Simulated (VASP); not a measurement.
A run of VASP 6.6.1:

Contents of INCAR:

```
SYSTEM = Al2Cu3
PREC = Accurate
ENCUT = 520
EDIFF = 1E-6
ISMEAR = 0
SIGMA = 0.1
LREAL = .False.
LASPH = .True.
NELM = 60
ALGO = Fast
ISIF = 2
LWAVE = .False.
LCHARG = .False.
GGA = PE
NBANDS = 50
```

The input KPOINTS:

```
regular mesh
0
Gamma
  6 6 1
  0 0 0
```

POSCAR

```
Al2Cu3
1.0
    2.7236242300      0.0000000000      0.0000000000
   -1.3618121200      2.3587277800      0.0000000000
    0.0000000000      0.0000000000     21.6579019700
Al Cu
4 6
Direct
    0.6666666700      0.3333333300      0.7000000000
    0.6666666700      0.3333333300      0.9000000000
    0.6666666700      0.3333333300      0.1000000000
    0.6666666700      0.3333333300      0.3000000000
    0.3333333300      0.6666666700      0.6000000000
    0.3333333300      0.6666666700      0.8000000000
    0.3333333300      0.6666666700      0.0000000000
    0.3333333300      0.6666666700      0.2000000000
    0.3333333300      0.6666666700      0.4000000000
    0.6666666700      0.3333333300      0.5000000000
```

Potentials or basis: VASP PAW PBE potentials, release 64 (Al, Cu).

Run with:

```bash
$ cat potpaw_PBE.64/Al/POTCAR potpaw_PBE.64/Cu/POTCAR > POTCAR
$ mpirun -np 1 vasp_std > vasp.out
```

Hardware: 1 thread of Intel(R) Xeon(R) Platinum 8488C (Sapphire Rapids) (shared host).

**Question.** How long does it take, and how much memory?

**Answer.** It took 60 s on 1 thread of Intel(R) Xeon(R) Platinum 8488C (Sapphire Rapids), on a shared host, peak memory 0.24 GiB. Counts: scf iterations 19, k points 7.
